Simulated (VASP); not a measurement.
# GaP in VASP: notebook, part 2 of 2

VASP 6.6.1.

## Step 3: Single point, PBEsol (strain -0.080 along x and y, -0.040 along z)

INCAR

```
PREC = Accurate ; ENCUT = 520
EDIFF = 1E-6 ; ISMEAR = 0
SIGMA = 0.05 ; LREAL = F
LASPH = T ; NELM = 80
ALGO = Normal ; ISIF = 2
LWAVE = F ; LCHARG = T
GGA = PS ; LELF = T
LVHAR = T ; NBANDS = 16
```

KPOINTS

```
regular mesh
0
Gamma
  8 8 8
```

POSCAR

```
GaP
1.0
    0.0000000000      2.5072300000      2.6162400000
    2.5072300000      0.0000000000      2.6162400000
    2.5072300000      2.5072300000      0.0000000000
Ga P
1 1
Direct
    0.0000000000      0.0000000000      0.0000000000
    0.7500000000      0.7500000000      0.7500000000
```

Potentials or basis: VASP PAW PBE potentials, release 64 (Ga_d, P).

Run with:

```console
cat potpaw_PBE.64/Ga_d/POTCAR potpaw_PBE.64/P/POTCAR > POTCAR
mpirun -np 1 vasp_std > vasp.out
```

OUTCAR:

```text
PREC = Accurate
   ENCUT = 520
   EDIFF = 1E-6
   ISMEAR = 0
   LREAL = F
   LASPH = T
   NELM = 80
   ISIF = 2
   GGA = PS

 ion  position               nearest neighbor table
   1  0.000  0.000  0.000-   2 2.20   2 2.20   2 2.20   2 2.20
   2  0.750  0.750  0.750-   1 2.20   1 2.20   1 2.20   1 2.20

  LATTYP: Found a body centered tetragonal cell.
 ALAT       =     3.5457586700
 C/A-ratio  =     1.4757011086

  Lattice vectors:

 A1 = (  -2.5072300000,   0.0000000000,   2.6162400000)
 A2 = (   2.5072300000,   0.0000000000,   2.6162400000)
[... 624 lines left out ...]
      3      -8.0901      2.00000
      4      -7.9790      2.00000
      5      -7.9425      2.00000
      6      -5.3818      2.00000
[... 8 lines left out ...]
     15      18.2360      0.00000
     16      18.9198      0.00000

 [... further k-points ...]
[... 5 lines left out ...]
  --------------------------------------------------------------------------------------
  -------------------------------------------------------------------------------------
  Total        5.5871282      5.5871282      4.9257174      0.0000000      0.0000000     -0.0000000
  in kB      272.1468383    272.1468383    239.9297751      0.0000000      0.0000000     -0.0000000
  external PRESSURE =     261.4078172 kB  Pullay stress =       0.0000000 kB

 VOLUME and BASIS-vectors are now :
 -----------------------------------------------------------------------------
  energy-cutoff  :      520.00
  volume of cell :       32.89
      direct lattice vectors                 reciprocal lattice vectors
     0.000000000  2.507230000  2.616240000    -0.199423268  0.199423268  0.191113965
     2.507230000  0.000000000  2.616240000     0.199423268 -0.199423268  0.191113965
     2.507230000  2.507230000  0.000000000     0.199423268  0.199423268 -0.191113965

 POSITION                                       TOTAL-FORCE (eV/Angst)
 -----------------------------------------------------------------------------------
      0.00000      0.00000      0.00000         0.000000      0.000000     -0.000000
      3.76084      3.76084      3.92436        -0.000000     -0.000000      0.000000
 -----------------------------------------------------------------------------------
    total drift:                                0.000000      0.000000     -0.000002

  FREE ENERGIE OF THE ION-ELECTRON SYSTEM (eV)
  ---------------------------------------------------
  free  energy   TOTEN  =        -9.4103638418 eV

  energy  without entropy=       -9.4103638418  energy(sigma->0) =       -9.41036384
```

OSZICAR:

```text
N       E                     dE             d eps       ncg     rms          rms(c)
DAV:   1     0.765708461244E+02    0.76571E+02   -0.90677E+03  2008   0.175E+03
DAV:   2    -0.416944167141E+01   -0.80740E+02   -0.76659E+02  2080   0.307E+02
DAV:   3    -0.972604992057E+01   -0.55566E+01   -0.55356E+01  2384   0.632E+01
DAV:   4    -0.980552783079E+01   -0.79478E-01   -0.79448E-01  2280   0.795E+00
DAV:   5    -0.980690300452E+01   -0.13752E-02   -0.13751E-02  2488   0.935E-01    0.534E+00
DAV:   6    -0.947883883791E+01    0.32806E+00   -0.39239E-01  2904   0.151E+01    0.349E+00
DAV:   7    -0.941323907083E+01    0.65600E-01   -0.13089E-01  2720   0.324E+00    0.122E+00
DAV:   8    -0.941029890746E+01    0.29402E-02   -0.15373E-02  2240   0.156E+00    0.371E-01
DAV:   9    -0.941036607021E+01   -0.67163E-04   -0.12667E-03  2792   0.400E-01    0.651E-02
DAV:  10    -0.941034620844E+01    0.19862E-04   -0.71157E-05  2608   0.135E-01    0.235E-02
DAV:  11    -0.941036400694E+01   -0.17799E-04   -0.22997E-05  2272   0.507E-02    0.108E-02
DAV:  12    -0.941036384185E+01    0.16510E-06   -0.89811E-07  1832   0.110E-02
   1 F= -.94103638E+01 E0= -.94103638E+01  d E =-.623028E-14
```

stdout:

```text
POSCAR found type information on POSCAR GaP
 POSCAR found :  2 types and       2 ions
 scaLAPACK will be used
 -----------------------------------------------------------------------------
|                                                                             |
|                                                                             |
|     You enforced a specific xc type in the INCAR file but a different       |
|     I HOPE YOU KNOW WHAT YOU ARE DOING!                                     |
|                                                                             |
 -----------------------------------------------------------------------------

 LDA part: xc-table for (Slater+PW92), standard interpolation
 POSCAR, INCAR and KPOINTS ok, starting setup
 FFT: planning ... GRIDC
 FFT: planning ... GRID_SOFT
 FFT: planning ... GRID
 WAVECAR not read
 entering main loop
```

Run time: 42 s. Hardware: 1 thread of AMD EPYC 7R43 (Zen 3), shared host; peak memory 0.14 GiB.

What came out:

```
Free energy            : -9.4104 eV
Pressure               : 26.1 GPa
Band gap on the k mesh : 0.79 eV (least direct gap 3.38 eV)
```

Levels at points of the mesh, in eV from the valence-band top:
```csv
k point,band 7,band 8,band 9,band 10,band 11,band 12
"(0.00, 0.00, 0.00)",-0.30,0.00,0.00,3.40,3.58,3.58
"(0.50, 0.00, 0.00)",-8.18,-1.80,-1.35,2.03,4.28,4.62
"(0.50, 0.50, 0.00)",-8.26,-3.39,-3.39,1.17,1.58,12.04
"(0.50, 0.00, 0.50)",-7.90,-3.77,-3.73,0.79,1.13,11.59
```

Caveat: the cell differs from its parent crystal (strain -0.080 along x and y, -0.040 along z); the cell stands under pressure; semilocal functionals underestimate gaps, and a narrow one can read as zero; the PAW data sets were made with another functional, which shifts forces and pressure a little. A k mesh can miss the band edges.

## Step 4: Single point, PBEsol (strain -0.040 along x and y, +0.000 along z)

INCAR

```
PREC = Accurate ; ENCUT = 520
EDIFF = 1E-6 ; ISMEAR = 0
SIGMA = 0.05 ; LREAL = False
LASPH = True ; NELM = 80
ALGO = Normal ; ISIF = 2
LWAVE = False ; LCHARG = False
GGA = PS ; NBANDS = 16
```

KPOINTS is that of step 3.

POSCAR

```
GaP
1.0
    0.0000000000      2.6162400000      2.7252500000
    2.6162400000      0.0000000000      2.7252500000
    2.6162400000      2.6162400000      0.0000000000
Ga P
1 1
Direct
    0.0000000000      0.0000000000      0.0000000000
    0.7500000000      0.7500000000      0.7500000000
```

Run with:

```console
cat potpaw_PBE.64/Ga_d/POTCAR potpaw_PBE.64/P/POTCAR > POTCAR
mpirun -np 1 vasp_std > vasp.out
```

Wall time 37 s (1 thread of AMD EPYC 7R43 (Zen 3), shared host); peak memory 0.14 GiB.

The run converged. Its results:

```yaml
Free_energy: -9.8482 eV
Pressure: 7.3 GPa
Band_gap_on_the_k_mesh: 1.15 eV (least direct gap 2.33 eV)
```

Stress tensor (GPa, compression positive):
```
8.44 0.00 0.00
0.00 8.44 0.00
0.00 0.00 5.14
```

Levels at points of the mesh, in eV from the valence-band top:
| k point | band 5 | band 6 | band 7 | band 8 | band 9 | band 10 | band 11 | band 12 | band 13 | band 14 |
| --- | --- | --- | --- | --- | --- | --- | --- | --- | --- | --- |
| (0.00, 0.00, 0.00) | -14.67 | -13.26 | -0.26 | 0.00 | 0.00 | 2.33 | 3.69 | 3.69 | 3.77 | 8.82 |
| (0.50, 0.00, 0.00) | -14.65 | -10.88 | -7.28 | -1.53 | -1.15 | 1.70 | 4.41 | 4.71 | 8.14 | 11.21 |
| (0.50, 0.50, 0.00) | -14.65 | -10.00 | -7.50 | -2.89 | -2.89 | 1.47 | 1.80 | 11.10 | 11.10 | 11.50 |
| (0.50, 0.00, 0.50) | -14.64 | -9.79 | -7.20 | -3.21 | -3.18 | 1.15 | 1.40 | 10.88 | 10.97 | 11.85 |

Caveat: the cell differs from its parent crystal (strain -0.040 along x and y, +0.000 along z); the cell stands under pressure; the PAW data sets were made with another functional, which shifts forces and pressure a little. A k mesh can miss the band edges.

## Step 5: Summary

| cell | gap on the mesh (eV) | pressure (GPa) |
| --- | --- | --- |
| a = 4.162 Å, angles 60.0°, 2 atoms | none | -11.6 |
| a = 3.624, b = 3.624, c = 3.546 Å, angles 60.7, 60.7, 58.6°, 2 atoms | 0.79 | 26.1 |
| a = 3.778, b = 3.778, c = 3.700 Å, angles 60.7, 60.7, 58.6°, 2 atoms | 1.15 | 7.3 |

Alike in all rows: task single point; level PBEsol; potentials or basis VASP PAW PBE potentials, release 64 (Ga_d, P); no spin polarisation; k mesh 8 × 8 × 8; cutoff (eV) 520; smearing gaussian 0.05 eV.

Caveats: the PAW data sets were made with another functional, which shifts forces and pressure a little; semilocal functionals underestimate gaps, and a narrow one can read as zero (at least some runs); the cell stands under pressure (at least some runs); the cell stands under tension (at least some runs).

Total energies depend on the potentials used, so only differences within one code and one set of settings carry meaning.
